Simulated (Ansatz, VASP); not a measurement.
**ZnSe in VASP and in Ansatz**

The input INCAR:

```
SYSTEM = ZnSe
PREC = Accurate
ENCUT = 520
EDIFF = 1E-6
ISMEAR = -1
SIGMA = 0.05
LREAL = .FALSE.
LASPH = .TRUE.
NELM = 150
ALGO = Normal
ISIF = 2
LWAVE = .FALSE.
LCHARG = .FALSE.
LNONCOLLINEAR = .TRUE.
MAGMOM = 0 0 0 0 0 0
LORBIT = 11
LSORBIT = .TRUE.
GGA_COMPAT = .FALSE.
LORBMOM = .TRUE.
GGA = PE
NBANDS = 30
```

Contents of KPOINTS:

```
regular mesh
0
G
  8 8 8
  0 0 0
```

The input POSCAR:

```
ZnSe
1.0
    0.0000000000      2.8338000000      2.8338000000
    2.8338000000      0.0000000000      2.8338000000
    2.8338000000      2.8338000000      0.0000000000
Se Zn
1 1
Direct
    0.7500000000      0.7500000000      0.7500000000
    0.0000000000      0.0000000000      0.0000000000
```

File input.yaml:

```yaml
crystal:
  lattice:
    - [0.0, 2.8338, 2.8338]
    - [2.8338, 0.0, 2.8338]
    - [2.8338, 2.8338, 0.0]
  atoms:
    - { symbol: Se, position: [0.75, 0.75, 0.75] }
    - { symbol: Zn, position: [0.0, 0.0, 0.0] }
hamiltonian:
  xc: pbe
  pseudopotentials: { kind: paw_fr }
magnetization:
  noncollinear: true
  spin_orbit: true
kpoints:
  mp_grid: { grid: [8, 8, 8] }
  band_path:
    path:
      - [[0.0, 0.0, 0.0], [0.5, 0.0, 0.5], [0.5, 0.25, 0.75], [0.375, 0.375, 0.75], [0.0, 0.0, 0.0], [0.5, 0.5, 0.5], [0.625, 0.25, 0.625], [0.5, 0.25, 0.75], [0.5, 0.5, 0.5], [0.375, 0.375, 0.75]]
      - [[0.625, 0.25, 0.625], [0.5, 0.0, 0.5]]
    npoints: 14
scf:
  occupations: { method: fermi_dirac, width: 0.05 }
  n_extra_bands: 6
output:
  forces: true
  stress: true
  eigenvalues: true
  fatbands: false
  write_density: true
  write_potential: true
  elf: true
  volumetric_format: npy
```

Alike in both runs: functional PBE; k mesh 8 × 8 × 8; occupations fermi-dirac, width 0.05 eV; non-collinear spin, spin-orbit coupling.

|  | VASP | Ansatz |
| --- | --- | --- |
| version | VASP 6.6.1 | Ansatz 0.2.0 |
| potentials or method | VASP PAW PBE potentials, release 64 (Se, Zn) | Ansatz PAW |
| plane-wave cutoff (eV) | 520 | 420 |
| valence electrons in the cell | 18 | 28 |
| task | single point | band structure |

```csv
,VASP,Ansatz,Ansatz less VASP
pressure (GPa),2.4,2.1,-0.25
```

VASP's potentials hold 18 valence electrons a cell and Ansatz's 28, so a difference there can come from the potentials and not from the codes.
